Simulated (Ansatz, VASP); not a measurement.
## Two plane-wave programs on FeSb

```
Fe Sb
1.0
     3.89063    0.00000    0.00000
    -1.94532    3.36939    0.00000
     0.00000    0.00000    4.91600
Fe Sb
2 2
Direct
  0.00000 0.00000 0.00000
  0.00000 0.00000 0.50000
  0.33333 0.66667 0.25000
  0.66667 0.33333 0.75000
```

Change from the starting cell: volume scaled by 0.88, PAW files.

Alike in both runs: task single point; functional LDA; k mesh 8 × 8 × 6; occupations fermi-dirac, width 0.1 eV; collinear spin.

|  | VASP | Ansatz |
| --- | --- | --- |
| version | VASP 6.6.1 | Ansatz 0.2.0 |
| potentials or method | VASP PAW LDA potentials, release 64 (Fe, Sb) | PAW with Ansatz's default frozen-core files, scalar-relativistic |
| plane-wave cutoff (eV) | 520 | 420 |
| valence electrons in the cell | 26 | 62 |

Ansatz gave:

* pressure (GPa): 0.9
* traceless stress, the component that is largest in VASP (GPa): 0.02
* net moment per atom (μB): 0.48
* size of the moment on the site where the two differ most (μB): 1.01

Problem. What did VASP give for the same quantities?

Solution. Pressure (GPa): 0.9; traceless stress, the component that is largest in VASP (GPa): 0.38; net moment per atom (μB): 0.45; size of the moment on the site where the two differ most (μB): 0.94.

LDA's correlation is that of Perdew and Zunger in VASP and of Perdew and Wang (1992) in Ansatz. Site moments also hang on the region over which each program counts them. VASP's potentials hold 26 valence electrons a cell and Ansatz's 62, so a difference there can come from the potentials and not from the codes.

Spin-orbit coupling is off throughout.
